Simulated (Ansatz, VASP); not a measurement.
**CdCuI3: VASP beside Ansatz**

```
CELL_PARAMETERS angstrom
5.46400 0.00000 0.00000
0.00000 5.46400 0.00000
0.00000 0.00000 5.46400
ATOMIC_POSITIONS crystal
Cd 0.00000 0.00000 0.00000
Cu 0.50000 0.50000 0.50000
I 0.00000 0.50000 0.50000
I 0.50000 0.00000 0.50000
I 0.50000 0.50000 0.00000
```

Alike in both runs: functional PBE; k mesh 8 × 8 × 8; occupations gaussian, width 0.1 eV; no spin polarisation.

Ansatz relaxed the structure, and its values are those at the end. VASP's run is a single point on that final structure, the one shown.

|  | VASP | Ansatz |
| --- | --- | --- |
| version | VASP 6.6.1 | Ansatz 0.2.0 |
| potentials or method | VASP PAW PBE potentials, release 64 (Cd, Cu, I), cutoff 520 eV | scalar-relativistic, plane waves, PAW |
| valence electrons in the cell | 44 | 90 |

```tsv
	VASP	Ansatz	Ansatz less VASP
gap on the k mesh at the Fermi level (eV)	none	none	-
pressure (GPa)	0.1	0.0	-0.04
```

A gap of «none» marks a metal or a gap that the smearing closes. VASP's potentials hold 44 valence electrons a cell and Ansatz's 90, so a difference there can come from the potentials and not from the codes.

Spin-orbit coupling is off throughout.
